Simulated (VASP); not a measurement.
**InO: single point with LDA**

The system is InO, a slab with vacuum.

```
In O
1.0
     3.50093    0.00000    0.00000
    -1.75046    3.03189    0.00000
     0.00000    0.00000   15.45084
In O
2 2
Direct
  0.66667 0.33333 0.59002
  0.66667 0.33333 0.40998
  0.00000 0.00000 0.63987
  0.00000 0.00000 0.36013
```

This cell differs from its parent crystal: ratio of the length along z to the lengths across it x 0.96, volume and fractional coordinates fixed.

```
Program             : VASP 6.6.1
Task                : single point
Functional          : LDA
Potentials or basis : VASP PAW LDA potentials, release 64 (In_d, O)
Cutoff              : 520 eV
k mesh              : 12 × 12 × 4
Occupations         : gaussian, width 0.03 eV
Spin                : no spin polarisation
```

```
Largest force          : 0.563 eV/Å
Band gap on the k mesh : 0.37 eV (least direct gap 0.94 eV)
```

Forces in eV/Å, atoms in the order of the input:
```
In   0.000  0.000  0.544
In   0.000  0.000 -0.544
O    0.000  0.000 -0.563
O    0.000  0.000  0.563
```

Levels at points of the mesh, in eV from the valence-band top:
```tsv
k point	band 17	band 18	band 19	band 20	band 21	band 22
(0.00, 0.00, 0.00)	-1.55	-1.55	-0.57	0.37	3.30	6.57
(0.50, 0.00, 0.00)	-2.36	-1.69	-0.14	2.40	4.08	5.57
(0.00, 0.00, 0.50)	-1.55	-1.55	-0.57	0.37	3.30	6.34
(0.50, 0.00, 0.50)	-2.36	-1.69	-0.14	2.40	4.08	5.57
```

Run time: 3.8 min on 1 thread of Intel(R) Xeon(R) Platinum 8488C (Sapphire Rapids), on a shared host, peak memory 0.37 GiB.

Caveat: there is no dipole correction, which matters where the two faces differ; spin-orbit coupling is left out, which moves the levels of the heavy elements.
